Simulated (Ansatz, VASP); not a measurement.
# HfN: VASP beside Ansatz

INCAR

```
SYSTEM = HfN
PREC = Accurate
ENCUT = 520
EDIFF = 1E-6
ISMEAR = 0
SIGMA = 0.15
LREAL = .FALSE.
LASPH = .TRUE.
NELM = 100
ALGO = Normal
ISIF = 2
LWAVE = .FALSE.
LCHARG = .FALSE.
GGA = PE
NBANDS = 14
```

The input KPOINTS:

```
Automatic mesh
0
G
  16 16 16
  0 0 0
```

POSCAR

```
HfN
1.0
    0.0000000000      2.1676269257      2.2738140414
    2.2738140414      0.0000000000      2.2738140414
    2.2738140414      2.1676269257      0.0000000000
Hf N
1 1
Direct
    0.0006695498     -0.0006695498      0.0006695498
    0.4914680798      0.5085319202      0.4914680798
```

Input for Ansatz:

```yaml
crystal:
  lattice:
    - [0.0, 2.1676269257, 2.2738140414]
    - [2.2738140414, 0.0, 2.2738140414]
    - [2.2738140414, 2.1676269257, 0.0]
  atoms:
    - { symbol: Hf, position: [0.0006695498, -0.0006695498, 0.0006695498] }
    - { symbol: "N", position: [0.4914680798, 0.5085319202, 0.4914680798] }
basis:
  ecutwfc: 520.0
kpoints:
  mp_grid: { grid: [16, 16, 16] }
hamiltonian:
  xc: pbe
  pseudopotentials: { kind: paw, azcp: { folder: soft_1 } }
scf:
  occupations: { method: gaussian, width: 0.15 }
output:
  forces: true
  stress: true
  eigenvalues: true
  write_density: true
  write_potential: true
  elf: true
  volumetric_format: npy
```

Change from the starting cell: mode 5 frozen in at -0.039 Å, normal strain along y -0.0467.

Alike in both runs: task single point; functional PBE; k mesh 16 × 16 × 16; occupations gaussian, width 0.15 eV; no spin polarisation.

|  | VASP | Ansatz |
| --- | --- | --- |
| version | VASP 6.6.1 | Ansatz 0.2.0 |
| potentials or method | VASP PAW PBE potentials, release 64 (Hf_pv, N), cutoff 520 eV | scalar-relativistic, plane waves, PAW |
| valence electrons in the cell | 15 | 31 |

Ansatz gave:

| Item | Value |
| --- | --- |
| gap on the k mesh at the Fermi level (eV) | none |
| pressure (GPa) | 15.9 |
| traceless stress, the component that is largest in VASP (GPa) | 20.29 |
| rms of the force components (eV/Å) | 0.423 |

**Question.** What did VASP give for the same quantities?

**Answer.** gap on the k mesh at the Fermi level (eV): none; pressure (GPa): 13.5; traceless stress, the component that is largest in VASP (GPa): 20.19; rms of the force components (eV/Å): 0.424.

Atom by atom the forces differ by 0.001 eV/Å (rms over components). A gap of «none» marks a metal or a gap that the smearing closes. VASP's potentials hold 15 valence electrons a cell and Ansatz's 31, so a difference there can come from the potentials and not from the codes.

Spin-orbit coupling is off throughout.
